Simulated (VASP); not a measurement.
# HfN (I-4m2) in VASP: further runs, part 2 of 2

VASP 6.6.1.

## 4. Single point, PBE (strain -0.050 along x and y, -0.025 along z)

INCAR reads:

```
ALGO     = Normal         # electronic algorithm
EDIFF    = 1E-6           # SCF threshold, eV
ENCUT    = 520            # plane-wave cutoff, eV
GGA      = PE             # functional
ISIF     = 2              # what is computed and relaxed
ISMEAR   = 0              # smearing method
LASPH    = T              # aspherical terms in the spheres
LCHARG   = F              # write CHGCAR
LREAL    = F              # projectors in reciprocal space
LWAVE    = F              # write WAVECAR
NBANDS   = 14             # bands
NELM     = 80             # most SCF steps
PREC     = Accurate       # precision mode
SIGMA    = 0.15           # smearing width, eV
```

KPOINTS reads:

```
k-points
0
Gamma
  16 16 16
```

POSCAR reads:

```
HfN
1.0
    0.0000000000      2.3320809000      2.3934514500
    2.3320809000      0.0000000000      2.3934514500
    2.3320809000      2.3320809000      0.0000000000
Hf N
1 1
Direct
    0.0000000000      0.0000000000      0.0000000000
    0.7500000000      0.7500000000      0.7500000000
```

Potentials or basis: VASP PAW PBE potentials, release 64 (Hf_pv, N).

Started as:

```bash
cat potpaw_PBE.64/Hf_pv/POTCAR potpaw_PBE.64/N/POTCAR > POTCAR
mpirun -np 1 vasp_std > vasp.out
```

OUTCAR:

```text
EDIFF = 1E-6
   ENCUT = 520
   GGA = PE
   ISIF = 2
   ISMEAR = 0
   LASPH = T
   LREAL = F
   NELM = 80
   PREC = Accurate

 ion  position               nearest neighbor table
   1  0.000  0.000  0.000-   2 2.04   2 2.04   2 2.04   2 2.04
   2  0.750  0.750  0.750-   1 2.04   1 2.04   1 2.04   1 2.04

  LATTYP: Found a body centered tetragonal cell.
 ALAT       =     3.2980604373
 C/A-ratio  =     1.4514297088

  Lattice vectors:

 A1 = (  -2.3320809000,   0.0000000000,   2.3934514500)
 A2 = (   2.3320809000,   0.0000000000,   2.3934514500)
 A3 = (   0.0000000000,   2.3320809000,  -2.3934514500)

Analysis of symmetry for initial positions (statically):
=====================================================================
 Subroutine PRICEL returns:
 Original cell was already a primitive cell.

 Routine SETGRP: Setting up the symmetry group for a
 body centered tetragonal supercell.

 Subroutine GETGRP returns: Found  8 space group operations
 (whereof  8 operations were pure point group operations)
 out of a pool of 16 trial point group operations.

The static configuration has the point symmetry D_2d.

Analysis of symmetry for dynamics (positions and initial velocities):
=====================================================================
 Subroutine PRICEL returns:
 Original cell was already a primitive cell.

 Routine SETGRP: Setting up the symmetry group for a
 body centered tetragonal supercell.

 Subroutine GETGRP returns: Found  8 space group operations
 (whereof  8 operations were pure point group operations)
 out of a pool of 16 trial point group operations.

The dynamic configuration has the point symmetry D_2d.

 Subroutine INISYM returns: Found  8 space group operations
 (whereof  8 operations are pure point group operations),
 and found     1 'primitive' translations

----------------------------------------------------------------------------------------

                                     Primitive cell

[... 114 lines left out ...]
   LORBIT       =      0    0 simple, 1 ext, 2 COOP (PROOUT), +10 PAW based schemes
   GGA     = PE    functional components
   LHFCALC =     F    Hartree Fock is set to
   AEXX    =    0.0000 exact exchange contribution
   IVDW    =     0    specifies the selected vdW correction
   LEPSILON=     F    determine dielectric tensor
   LRPA    =     F    only Hartree local field effects (RPA)
 non-spin polarized calculation
 Gauss-broadening in eV      SIGMA  =   0.15
  energy-cutoff  :      520.00
  volume of cell :       26.03
 maximum number of plane-waves:       718
 NGX is ok and might be reduce to    28
   NGX = 13   NGY = 13   NGZ = 13

 number of electron      15.0000001 magnetization

 Free energy of the ion-electron system (eV)
  ---------------------------------------------------
  ext. energy  EPLUGINS =         0.00000000
  ---------------------------------------------------
  free energy    TOTEN  =       -20.90276204 eV

  energy without entropy =      -20.89680469  energy(sigma->0) =      -20.89978337

 E-fermi :   6.8136     XC(G=0): -11.8452

 val. band max:        6.8067569348   @ k =   0.2500   0.1875   0.0000
 cond. band min:       6.8398992376   @ k =   0.3750   0.1875   0.0000
 fundamental gap:      0.0331423029
 Fermi energy:         6.8136415658

 k-point     1 :       0.0000    0.0000    0.0000
  band No.  band energies     occupation
      1     -23.8749      2.00000
      2     -23.8714      2.00000
      3     -23.8714      2.00000
      4     -10.0253      2.00000
      5       0.6725      2.00000
      6       0.7481      2.00000
      7       0.7481      2.00000
      8       6.3755      1.99996
      9       9.1543      0.00000
     10       9.5460      0.00000
     11      13.8792      0.00000
     12      14.3839      0.00000
     13      14.3839      0.00000
     14      19.6854      0.00000
[... 377 lines left out ...]
      1     -23.9531      2.00000
      2     -23.8946      2.00000
      3     -23.8762      2.00000
      4      -9.8600      2.00000
      5       0.5009      2.00000
      6       0.8074      2.00000
      7       0.8260      2.00000
      8       6.9570      0.17651
      9       9.1440      0.00000
     10       9.1591      0.00000
     11      14.0085      0.00000
     12      14.1668      0.00000
     13      14.8409      0.00000
     14      19.6670      0.00000

 [... further k-points ...]
[... 5 lines left out ...]
  --------------------------------------------------------------------------------------
  -------------------------------------------------------------------------------------
  Total        5.3910365      5.3910365      4.7654077      0.0000000      0.0000000      0.0000000
  in kB      331.7729814    331.7729814    293.2707864      0.0000000      0.0000000      0.0000000
  external PRESSURE =     318.9389164 kB  Pullay stress =       0.0000000 kB

 VOLUME and BASIS-vectors are now :
 -----------------------------------------------------------------------------
  energy-cutoff  :      520.00
  volume of cell :       26.03
      direct lattice vectors                 reciprocal lattice vectors
     0.000000000  2.332080900  2.393451450    -0.214400795  0.214400795  0.208903339
     2.332080900  0.000000000  2.393451450     0.214400795 -0.214400795  0.208903339
     2.332080900  2.332080900  0.000000000     0.214400795  0.214400795 -0.208903339

 POSITION                                       TOTAL-FORCE (eV/Angst)
 -----------------------------------------------------------------------------------
      0.00000      0.00000      0.00000        -0.000000     -0.000000      0.000000
      3.49812      3.49812      3.59018         0.000000      0.000000     -0.000000
 -----------------------------------------------------------------------------------
    total drift:                                0.000000      0.000000      0.000000

  FREE ENERGIE OF THE ION-ELECTRON SYSTEM (eV)
  ---------------------------------------------------
  free  energy   TOTEN  =       -20.9027620447 eV

  energy  without entropy=      -20.8968046916  energy(sigma->0) =      -20.89978337
```

stdout:

```text
POSCAR found type information on POSCAR HfN
 POSCAR found :  2 types and       2 ions
 scaLAPACK will be used
 LDA part: xc-table for (Slater+PW92), standard interpolation
 POSCAR, INCAR and KPOINTS ok, starting setup
 FFT: planning ... GRIDC
 FFT: planning ... GRID_SOFT
 FFT: planning ... GRID
 WAVECAR not read
 entering main loop
```

Run time: 78 s. Hardware: 1 thread of AMD EPYC 9R45 (Zen 5), shared host; peak memory 0.23 GiB.

What came out:

```yaml
Free_energy: -20.9028 eV
Pressure: 31.9 GPa
```

Levels at points of the mesh, in eV from the Fermi level:
```csv
k point,band 6,band 7,band 8,band 9,band 10,band 11
"(0.00, 0.00, 0.00)",-6.07,-6.07,-0.44,2.34,2.73,7.07
"(0.50, 0.00, 0.00)",-5.46,-5.31,1.74,3.12,3.19,4.70
"(0.50, 0.50, 0.00)",-3.70,-3.70,-1.33,2.50,4.74,5.39
"(0.50, 0.00, 0.50)",-3.82,-3.73,-1.13,2.56,4.75,5.38
```

Caveat: the cell differs from its parent crystal (strain -0.050 along x and y, -0.025 along z); spin-orbit coupling is left out, which moves the levels of the heavy elements.

## 5. Single point, PBE (strain -0.050 along x and y, +0.000 along z)

INCAR reads:

```
SYSTEM = HfN
PREC = Accurate ; ENCUT = 520
EDIFF = 1E-6 ; ISMEAR = 0
SIGMA = 0.15 ; LREAL = .FALSE.
LASPH = .TRUE. ; NELM = 60
ALGO = Normal ; ISIF = 2
LWAVE = .FALSE. ; LCHARG = .FALSE.
GGA = PE ; NBANDS = 14
```

KPOINTS reads:

```
Automatic mesh
0
G
  16 16 16
  0 0 0
```

POSCAR reads:

```
HfN
1.0
    0.0000000000      2.3320809000      2.4548220000
    2.3320809000      0.0000000000      2.4548220000
    2.3320809000      2.3320809000      0.0000000000
Hf N
1 1
Direct
    0.0000000000      0.0000000000      0.0000000000
    0.7500000000      0.7500000000      0.7500000000
```

Started as:

```bash
cat potpaw_PBE.64/Hf_pv/POTCAR potpaw_PBE.64/N/POTCAR > POTCAR
mpirun -np 1 vasp_std > vasp.out
```

It took 75 s on 1 thread of AMD EPYC 9R45 (Zen 5), shared host; peak memory 0.24 GiB.

Results (log left out):

| Quantity | Value |
| --- | --- |
| Free energy | -21.0029 eV |
| Pressure | 24.0 GPa |

Stress tensor (GPa, compression positive):
```
26.73  0.00  0.00
 0.00 26.73  0.00
 0.00  0.00 18.63
```

Levels at points of the mesh, in eV from the Fermi level:
```
           k point  band 6  band 7  band 8  band 9  band 10  band 11
(0.00, 0.00, 0.00)   -5.91   -5.91   -0.53    2.10     2.83     6.57
(0.50, 0.00, 0.00)   -5.44   -5.14    1.65    2.99     3.15     4.54
(0.50, 0.50, 0.00)   -3.64   -3.64   -1.44    2.34     4.61     5.20
(0.50, 0.00, 0.50)   -3.89   -3.71   -1.07    2.39     4.67     5.18
```

Caveat: the cell differs from its parent crystal (strain -0.050 along x and y, +0.000 along z); spin-orbit coupling is left out, which moves the levels of the heavy elements.

## 6. Overview

```csv
cell,gap on the mesh (eV),pressure (GPa)
"a = 3.559, b = 3.559, c = 3.472 Å, angles 60.8, 60.8, 58.4°, 2 atoms",none,-9.0
"a = 3.515, b = 3.515, c = 3.558 Å, angles 59.6, 59.6, 60.8°, 2 atoms",none,-9.0
"a = 3.342, b = 3.342, c = 3.298 Å, angles 60.4, 60.4, 59.1°, 2 atoms",none,31.9
"a = 3.386, b = 3.386, c = 3.298 Å, angles 60.9, 60.9, 58.3°, 2 atoms",none,24.0
```

Alike in all rows: task single point; level PBE; potentials or basis VASP PAW PBE potentials, release 64 (Hf_pv, N); no spin polarisation; k mesh 16 × 16 × 16; cutoff (eV) 520; smearing gaussian 0.15 eV.

Caveats: spin-orbit coupling is left out, which moves the levels of the heavy elements.

Absolute energies hang on the potentials; compare differences alone.
